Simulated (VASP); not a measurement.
Crystal: AlN.

```
Al N
1.0
     3.19250    0.00000    0.00000
    -1.59625    2.76479    0.00000
     0.00000    0.00000    4.61560
Al N
2 2
Cartesian
  0.0000 1.8432 0.0080
  1.5963 0.9216 2.3158
  0.0000 1.8432 1.7690
  1.5963 0.9216 4.0768
```

| Item | Value |
| --- | --- |
| Program | VASP 6.6.1 |
| Task | relaxation of the atoms |
| Functional | PBE |
| Potentials or basis | VASP PAW PBE potentials, release 64 (Al, N) |
| Cutoff | 520 eV |
| k mesh | 9 × 9 × 6 |
| Occupations | gaussian, width 0.05 eV |
| Spin | no spin polarisation |

At the start: pressure 11.1 GPa; volume 10.18 Å³/atom.

Problem. How do energy, volume and symmetry change on relaxing?

Solution. Over 5 steps the energy falls by 55.9 meV/atom; space group P6_3mc (No. 186, to 0.1 Å) before and after.

The path:
```csv
step,energy change (eV),largest force (eV/Å),pressure (GPa)
1,0.0000,2.0567,11.11
2,-0.1764,0.5746,4.85
3,-0.2234,0.0125,6.14
4,-0.2234,0.0144,6.07
5,-0.2234,0.0009,6.10
```

Final structure:
```yaml
crystal:
  lattice:
    - [3.19250, 0.00000, 0.00000]
    - [-1.59625, 2.76479, 0.00000]
    - [0.00000, 0.00000, 4.61560]
  atoms:
    - { symbol: Al, position: [0.33333, 0.66667, 0.98821] }
    - { symbol: Al, position: [0.66667, 0.33333, 0.48822] }
    - { symbol: N, position: [0.33333, 0.66667, 0.39678] }
    - { symbol: N, position: [0.66667, 0.33333, 0.89679] }
```
